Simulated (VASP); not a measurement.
A run of VASP 6.6.1 is set up as follows.

Contents of INCAR:

```
SYSTEM = Hf2N
PREC     = Accurate       ! precision mode
ENCUT    = 520            ! plane-wave cutoff, eV
EDIFF    = 1E-7           ! SCF threshold, eV
ISMEAR   = 0              ! smearing method
SIGMA    = 0.1            ! smearing width, eV
LREAL    = .False.        ! projectors in reciprocal space
LASPH    = .True.         ! aspherical terms in the spheres
NELM     = 60             ! most SCF steps
ALGO     = Normal         ! electronic algorithm
ISIF     = 2              ! what is computed and relaxed
LWAVE    = .False.        ! write WAVECAR
LCHARG   = .False.        ! write CHGCAR
GGA      = PS             ! functional
NBANDS   = 34             ! bands
```

The input KPOINTS:

```
Automatic mesh
0
Gamma
  4 4 8
  0 0 0
```

The input POSCAR:

```
Hf2N
1.0
    5.2970470700      0.0000000000      0.0000000000
    0.0000000000      5.2970470700      0.0000000000
    0.0000000000      0.0000000000      3.2272189585
Hf N
4 2
Direct
    0.2959898185      0.2959898185      0.0000000000
    0.7040101815      0.7040101815      0.0000000000
    0.7959898185      0.2040101815      0.5000000000
    0.2040101815      0.7959898185      0.5000000000
    0.0000000000      0.0000000000      0.0000000000
    0.5000000000      0.5000000000      0.5000000000
```

Potentials or basis: VASP PAW PBE potentials, release 64 (Hf_pv, N).

The run is started by

```sh
$ cat potpaw_PBE.64/Hf_pv/POTCAR potpaw_PBE.64/N/POTCAR > POTCAR
$ mpirun -np 1 vasp_std > vasp.out
```

Task: Predict the pressure.

Result: -1.0 GPa.

Task: What does it give for the largest force?

Result: 0.008 eV/Å.

Stress tensor (GPa, compression positive):
```
-0.96  0.00  0.00
 0.00 -0.96  0.00
 0.00  0.00 -1.12
```

Caveat: the PAW data sets were made with another functional, which shifts forces and pressure a little.
